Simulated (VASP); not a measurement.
A run of VASP 6.6.1:

File INCAR:

```
SYSTEM = WC
ALGO = Normal
EDIFF = 1E-7
EDIFFG = -0.002
ENCUT = 600
GGA = PS
IBRION = 2
ISIF = 3
ISMEAR = -1
LASPH = .TRUE.
LCHARG = .FALSE.
LREAL = .FALSE.
LWAVE = .FALSE.
NELM = 80
NSW = 100
PREC = Accurate
PSTRESS = 100.0
SIGMA = 0.08
```

KPOINTS

```
k-points
0
G
  18 18 16
  0 0 0
```

File POSCAR:

```
WC
1.0
    2.8988145963      0.0000000000      0.0000000000
   -1.4494072982      2.5104470813      0.0000000000
    0.0000000000      0.0000000000      2.8272988698
W C
1 1
Direct
    0.0000000000      0.0000000000      0.0000000000
    0.6666666667      0.3333333333      0.5000000000
```

Potentials or basis: VASP PAW PBE potentials, release 64 (W_sv, C).

Command:

```console
$ cat potpaw_PBE.64/W_sv/POTCAR potpaw_PBE.64/C/POTCAR > POTCAR
$ mpirun -np 1 vasp_std > vasp.out
```

Hardware: 1 thread of Intel Xeon 8259CL (shared host).

Problem. Estimate the wall time of this run.

Solution. It took 8 min on 1 thread of Intel Xeon 8259CL, on a shared host, peak memory 0.26 GiB. Counts: scf iterations 67, k points 333, ion steps 9.
